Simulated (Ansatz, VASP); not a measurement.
**Si in VASP and in Ansatz**

The input INCAR:

```
PREC = Accurate
ENCUT = 520
EDIFF = 1E-7
ISMEAR = 0
SIGMA = 0.05
LREAL = F
LASPH = T
NELM = 60
ALGO = Normal
ISIF = 2
LWAVE = F
LCHARG = F
GGA = PS
NBANDS = 11
```

Contents of KPOINTS:

```
Automatic mesh
0
Gamma
  14 14 14
```

Contents of POSCAR:

```
Si
1.0
    0.0000000000      2.7529296469      2.7529296469
    2.7529296469      0.0000000000      2.7529296469
    2.7529296469      2.7529296469      0.0000000000
Si
2
Direct
    0.7500000000      0.7500000000      0.7500000000
    0.5000000000      0.5000000000      0.5000000000
```

Input for Ansatz:

```yaml
crystal:
  lattice:
    - [0.0, 2.7529296469, 2.7529296469]
    - [2.7529296469, 0.0, 2.7529296469]
    - [2.7529296469, 2.7529296469, 0.0]
  atoms:
    - { symbol: Si, position: [0.75, 0.75, 0.75] }
    - { symbol: Si, position: [0.5, 0.5, 0.5] }
basis:
  ecutwfc: 420
  ecutrho_ratio: 4
kpoints:
  mp_grid: { grid: [14, 14, 14] }
hamiltonian:
  xc: pbesol
scf:
  occupations: { method: gaussian, width: 0.05 }
output:
  forces: true
  stress: true
  eigenvalues: true
```

Alike in both runs: task single point; functional PBEsol; k mesh 14 × 14 × 14; occupations gaussian, width 0.05 eV; no spin polarisation.

|  | VASP | Ansatz |
| --- | --- | --- |
| version | VASP 6.6.1 | Ansatz 0.2.0 |
| potentials or method | VASP PAW PBE potentials, release 64 (Si), cutoff 520 eV | scalar-relativistic, plane waves, PAW |
| valence electrons in the cell | 8 | 8 |

```tsv
	VASP	Ansatz	Ansatz less VASP
gap on the k mesh at the Fermi level (eV)	0.53	0.53	+0.005
least direct gap on the mesh (eV)	2.49	2.49	-0.003
pressure (GPa)	-3.3	-3.4	-0.09
```

VASP's potentials were made for PBE, not for PBEsol. The functional is the same, so the differences come from potentials, cutoffs and numerics.
